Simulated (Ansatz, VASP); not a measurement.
**SiC in VASP and in Ansatz**

```xyz
2
Lattice="0.0000 2.1899 2.1899 2.1899 0.0000 2.1899 2.1899 2.1899 0.0000" Properties=species:S:1:pos:R:3 pbc="T T T"
Si    0.0000    0.0000    0.0000
C     1.0949    1.0949    1.0949
```

Alike in both runs: task single point; functional PBE; k mesh 10 × 10 × 10; occupations gaussian, width 0.02 eV; no spin polarisation.

|  | VASP | Ansatz |
| --- | --- | --- |
| version | VASP 6.6.1 | Ansatz 0.2.0 |
| potentials or method | VASP PAW PBE potentials, release 64 (Si, C), cutoff 600 eV | scalar-relativistic, plane waves, PAW |
| valence electrons in the cell | 8 | 8 |

Ansatz gave:

| Quantity | Value |
| --- | --- |
| gap on the k mesh at the Fermi level (eV) | 1.37 |
| least direct gap on the mesh (eV) | 4.53 |
| pressure (GPa) | 0.0 |

Question: What did VASP give for the same quantities?

Answer: gap on the k mesh at the Fermi level (eV): 1.37; least direct gap on the mesh (eV): 4.53; pressure (GPa): -0.2.

The functional is the same, so the differences come from potentials, cutoffs and numerics.
